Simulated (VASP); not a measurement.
# As (R-3m) in VASP: single point with PBE+D3(BJ)

Aim: the single point of As with PBE+D3(BJ).

Program: VASP 6.6.1. These are calculated values, not measurements. Logs are shortened: lines on timing, memory, paths and dates and some standing lists are left out, and cuts for length are marked.

## Step 1: The cell of the first run

The structure is trigonal, space group R-3m (No. 166). The conventional cell has a = 3.762 Å, b = 3.762 Å, c = 10.542 Å, α = 90.00°, β = 90.00°, γ = 120.00°. As (site symmetry 3m) has 6 As at 2.51 to 3.14 Å within 3.3 Å.

## Step 2: Single point, PBE+D3(BJ)

Input file INCAR:

```
SYSTEM = As
PREC = Accurate
ENCUT = 600
EDIFF = 1E-6
ISMEAR = 0
SIGMA = 0.1
LREAL = .False.
LASPH = .True.
NELM = 120
ALGO = Normal
ISIF = 2
LWAVE = .False.
LCHARG = .True.
GGA = PE
IVDW = 12
LELF = .True.
LVHAR = .True.
NBANDS = 22
GGA_COMPAT = .False.
```

Input file KPOINTS:

```
Automatic mesh
0
Gamma
  6 6 6
  0 0 0
```

Input file POSCAR:

```
As
1.0
    1.8807968987      1.0858785957      3.5140619945
   -1.8807968987      1.0858785957      3.5140619945
    0.0000000000     -2.1717571915      3.5140619945
As
2
Direct
    0.7740000000      0.7740000000      0.7740000000
    0.2260000000      0.2260000000      0.2260000000
```

Potentials or basis: VASP PAW PBE potentials, release 64 (As_d).

Launch:

```console
> cat potpaw_PBE.64/As_d/POTCAR > POTCAR
> mpirun -np 1 vasp_std > vasp.out
```

OUTCAR:

```text
SYSTEM = As
   PREC = Accurate
   ENCUT = 600
   EDIFF = 1E-6
   ISMEAR = 0
   LREAL = .False.
   LASPH = .True.
   NELM = 120
   ISIF = 2
   GGA = PE
   IVDW = 12
 IVDW          = 12

 ion  position               nearest neighbor table
   1  0.774  0.774  0.774-   2 2.51   2 2.51   2 2.51
   2  0.226  0.226  0.226-   1 2.51   1 2.51   1 2.51

  LATTYP: Found a trigonal (rhomboedric) cell.
 ALAT       =     4.1310000000
 COS(alpha) =     0.5854247172

  Lattice vectors:

 A1 = (   1.8807968987,   1.0858785957,   3.5140619945)
 A2 = (  -1.8807968987,   1.0858785957,   3.5140619945)
 A3 = (   0.0000000000,  -2.1717571915,   3.5140619945)

Analysis of symmetry for initial positions (statically):
=====================================================================
 Subroutine PRICEL returns:
 Original cell was already a primitive cell.

 Routine SETGRP: Setting up the symmetry group for a
 trigonal (rhombohedral) supercell.

 Subroutine GETGRP returns: Found 12 space group operations
 (whereof 12 operations were pure point group operations)
 out of a pool of 12 trial point group operations.

The static configuration has the point symmetry D_3d.

Analysis of symmetry for dynamics (positions and initial velocities):
=====================================================================
 Subroutine PRICEL returns:
 Original cell was already a primitive cell.

 Routine SETGRP: Setting up the symmetry group for a
 trigonal (rhombohedral) supercell.

 Subroutine GETGRP returns: Found 12 space group operations
 (whereof 12 operations were pure point group operations)
 out of a pool of 12 trial point group operations.

The dynamic configuration has the point symmetry D_3d.

 Subroutine INISYM returns: Found 12 space group operations
 (whereof 12 operations are pure point group operations),
 and found     1 'primitive' translations

----------------------------------------------------------------------------------------

                                     Primitive cell

  volume of cell :      43.0610

  direct lattice vectors                    reciprocal lattice vectors
     1.880796899  1.085878596  3.514061995     0.265844760  0.153485544  0.094856987
    -1.880796899  1.085878596  3.514061995    -0.265844760  0.153485544  0.094856987
     0.000000000 -2.171757191  3.514061995     0.000000000 -0.306971087  0.094856987

  length of vectors
     4.131000000  4.131000000  4.131000000     0.321292852  0.321292852  0.321292852

[... 79 lines left out ...]
   NELM   =    120;   NELMIN=  2; NELMDL= -5     # of ELM steps
   EDIFF  = 0.1E-05   stopping-criterion for ELM
   LREAL  =      F    real-space projection
   EDIFFG = 0.1E-04   stopping-criterion for IOM
   NSW    =      0    number of steps for IOM
   IBRION =     -1    ionic relax: 0-MD 1-quasi-New 2-CG
   NFREE  =      0    steps in history (QN), initial steepest desc. (CG)
   ISIF   =      2    stress and relaxation
   ISYM   =      2    0-nonsym 1-usesym 2-fastsym
   POTIM  = 0.5000    time-step for ionic-motion
   TEBEG  =    0.0;   TEEND  =   0.0 temperature during run
   PSTRESS=    0.0 pullay stress
   NELECT =      30.0000    total number of electrons
   NUPDOWN=      -1.0000    fix difference up-down
   EMIN   =  10.00;   EMAX   =-10.00  energy-range for DOS
   EFERMI =   0.00;   METHOD = LEGACY
   ISMEAR =     0;   SIGMA  =   0.10  broadening in eV -4-tet -1-fermi 0-gaus
   EFERMI_NEDOS =   21; number of points for ismear=-14 and -15
   IALGO  =     38    algorithm
   IMIX   =      4    mixing-type and parameters
     AMIX     =   0.40;   BMIX     =  1.00
     AMIX_MAG =   1.60;   BMIX_MAG =  1.00
  volume/ion in A,a.u.               =      21.53       145.29
  Fermi-wavevector in a.u.,A,eV,Ry     =   1.451289  2.742539 28.657140  2.106240
  Thomas-Fermi vector in A             =   2.568803
   LORBIT       =      0    0 simple, 1 ext, 2 COOP (PROOUT), +10 PAW based schemes
   GGA     = PE    functional components
   LHFCALC =     F    Hartree Fock is set to
   AEXX    =    0.0000 exact exchange contribution
   IVDW    =    12    specifies the selected vdW correction
   LEPSILON=     F    determine dielectric tensor
   LRPA    =     F    only Hartree local field effects (RPA)
 non-spin polarized calculation
 Gauss-broadening in eV      SIGMA  =   0.10
  energy-cutoff  :      600.00
  volume of cell :       43.06
 maximum number of plane-waves:      1456
 NGX is ok and might be reduce to    36
   NGX = 17   NGY = 17   NGZ = 17

 number of electron      30.0000004 magnetization

 Free energy of the ion-electron system (eV)
  ---------------------------------------------------
  ext. energy  EPLUGINS =         0.00000000
  ---------------------------------------------------
  free energy    TOTEN  =        -9.37341417 eV

  energy without entropy =       -9.37184696  energy(sigma->0) =       -9.37263056

 E-fermi :   3.8101     XC(G=0): -10.6571

 val. band max:        3.8100500794   @ k =   0.3333   0.1667   0.1667
 cond. band min:       4.1882429486   @ k =   0.5000   0.0000   0.0000
 fundamental gap:      0.3781928692
 Fermi energy:         3.8100502799

 k-point     1 :       0.0000    0.0000    0.0000
  band No.  band energies     occupation
      1     -32.5056      2.00000
      2     -32.5056      2.00000
      3     -32.4593      2.00000
      4     -32.4593      2.00000
      5     -32.4257      2.00000
      6     -32.3886      2.00000
[... 589 lines left out ...]
     21      15.6832      0.00000
     22      16.7101      0.00000

 [... further k-points ...]

------------------------ aborting loop because EDIFF is reached ----------------------------------------

 Edisp (eV)   -0.83946

 E8    (eV) :    -0.3557

  FORCE on cell =-STRESS in cart. coord.  units (eV):
  Direction    XX          YY          ZZ          XY          YZ          ZX
  --------------------------------------------------------------------------------------
  -------------------------------------------------------------------------------------
  Total       0.23117     0.23117    -0.14753     0.00000     0.00000     0.00000
  in kB       8.60123     8.60123    -5.48915     0.00000     0.00000     0.00000
  external pressure =        3.90 kB  Pullay stress =        0.00 kB

 VOLUME and BASIS-vectors are now :
 -----------------------------------------------------------------------------
  energy-cutoff  :      600.00
  volume of cell :       43.06
      direct lattice vectors                 reciprocal lattice vectors
     1.880796899  1.085878596  3.514061995     0.265844760  0.153485544  0.094856987
    -1.880796899  1.085878596  3.514061995    -0.265844760  0.153485544  0.094856987
     0.000000000 -2.171757191  3.514061995     0.000000000 -0.306971087  0.094856987

 POSITION                                       TOTAL-FORCE (eV/Angst)
 -----------------------------------------------------------------------------------
      0.00000     -0.00000      8.15965         0.000000      0.000000     -0.339506
      0.00000     -0.00000      2.38253         0.000000     -0.000000      0.339506
 -----------------------------------------------------------------------------------
    total drift:                               -0.000000      0.000000     -0.000000

  FREE ENERGIE OF THE ION-ELECTRON SYSTEM (eV)
  ---------------------------------------------------
  free  energy   TOTEN  =       -10.2128712638 eV

  energy  without entropy=      -10.2113040483  energy(sigma->0) =      -10.21208766
```

OSZICAR:

```text
N       E                     dE             d eps       ncg     rms          rms(c)
DAV:   1     0.214921330817E+03    0.21492E+03   -0.14234E+04  1784   0.703E+03
DAV:   2     0.215971950912E+02   -0.19332E+03   -0.18381E+03  1450   0.965E+02
DAV:   3    -0.781478892414E+01   -0.29412E+02   -0.28841E+02  1588   0.155E+02
DAV:   4    -0.936496870524E+01   -0.15502E+01   -0.15477E+01  1582   0.412E+01
DAV:   5    -0.939530350017E+01   -0.30335E-01   -0.30332E-01  1642   0.698E+00    0.400E+00
DAV:   6    -0.938077786302E+01    0.14526E-01   -0.10197E-02  1720   0.125E+00    0.237E+00
DAV:   7    -0.937312690532E+01    0.76510E-02   -0.11765E-02  2054   0.108E+00    0.106E-01
DAV:   8    -0.937337778282E+01   -0.25088E-03   -0.86773E-04  1612   0.354E-01    0.244E-02
DAV:   9    -0.937341095723E+01   -0.33174E-04   -0.35707E-05  1668   0.498E-02    0.611E-03
DAV:  10    -0.937341415663E+01   -0.31994E-05   -0.54926E-06  1620   0.332E-02    0.194E-03
DAV:  11    -0.937341417259E+01   -0.15961E-07   -0.44044E-07  1106   0.771E-03
   1 F= -.10212871E+02 E0= -.10212088E+02  d E =-.156722E-02
```

stdout:

```text
POSCAR found type information on POSCAR As
 POSCAR found :  1 types and       2 ions
 scaLAPACK will be used
 LDA part: xc-table for (Slater+PW92), standard interpolation
 POSCAR, INCAR and KPOINTS ok, starting setup
 FFT: planning ... GRIDC
 FFT: planning ... GRID_SOFT
 FFT: planning ... GRID
 WAVECAR not read
 entering main loop
```

Wall time 19 s (1 thread of Intel Xeon 6975P-C (Granite Rapids), shared host); peak memory 0.21 GiB.

Results:

| Quantity | Value |
| --- | --- |
| Free energy | -10.2129 eV |
| Pressure | 0.4 GPa |
| Largest force | 0.340 eV/Å |
| Band gap on the k mesh | zero (band 15 reaches 3.81 eV, above the bottom of band 16 at 3.49 eV) |
| Dispersion energy per atom | -0.420 eV |

Forces on the atoms (eV/Å):
```
As   0.000  0.000 -0.340
As   0.000  0.000  0.340
```

Stress tensor (GPa, compression positive):
```
 0.86  0.00  0.00
 0.00  0.86  0.00
 0.00  0.00 -0.55
```

Levels at points of the mesh, in eV from the Fermi level:
```tsv
k point	band 11	band 12	band 13	band 14	band 15	band 16	band 17	band 18	band 19	band 20
(0.00, 0.00, 0.00)	-15.08	-5.82	-2.50	-2.05	-2.05	1.60	2.89	2.89	6.91	6.91
(0.50, 0.00, 0.00)	-12.36	-11.12	-2.89	-2.82	-0.39	-0.32	0.38	1.41	8.99	9.20
(0.50, 0.50, 0.00)	-12.31	-9.76	-5.97	-4.21	-4.16	1.43	5.46	6.91	7.28	10.75
(0.50, 0.50, 0.50)	-13.81	-9.98	-1.80	-1.80	-0.63	0.77	0.77	1.84	8.02	10.53
```

Caveat: pairwise dispersion overbinds metals, which lowers pressure and volume.
